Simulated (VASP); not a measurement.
## In: single point with LDA

In:

```
CELL_PARAMETERS angstrom
-1.46500 1.46500 1.46500
1.46500 -1.46500 1.46500
1.46500 1.46500 -1.46500
ATOMIC_POSITIONS crystal
In 0.00000 0.00000 0.00000
```

This isn't the form of In at room conditions, which is tetragonal.

```
Program             : VASP 6.6.1
Task                : single point
Functional          : LDA
Potentials or basis : VASP PAW LDA potentials, release 64 (In_d)
Cutoff              : 520 eV
k mesh              : 18 × 18 × 18
Occupations         : fermi-dirac, width 0.05 eV
Spin                : no spin polarisation
```

```yaml
Pressure: 192.0 GPa
Band_gap_on_the_k_mesh: zero (an odd number of electrons rules out a gap without spin polarisation)
```

Levels at points of the mesh, in eV from the Fermi level:
```
           k point  band 3  band 4  band 5  band 6  band 7  band 8  band 9  band 10
(0.00, 0.00, 0.00)  -17.79  -17.45  -16.32  -16.32   13.22   13.22   13.22    21.38
(0.50, 0.00, 0.00)  -16.39  -16.24  -15.30   -8.06   -3.89    8.02    9.34    15.33
(0.50, 0.50, 0.50)  -15.55  -15.55  -15.55    0.27    0.27    0.27    7.34     7.34
```

It took 10 s on 1 thread of Intel(R) Xeon(R) 6975P-C (Granite Rapids), on a shared host, peak memory 0.14 GiB.

Caveat: the cell stands under pressure; spin-orbit coupling is left out, which moves the levels of the heavy elements.
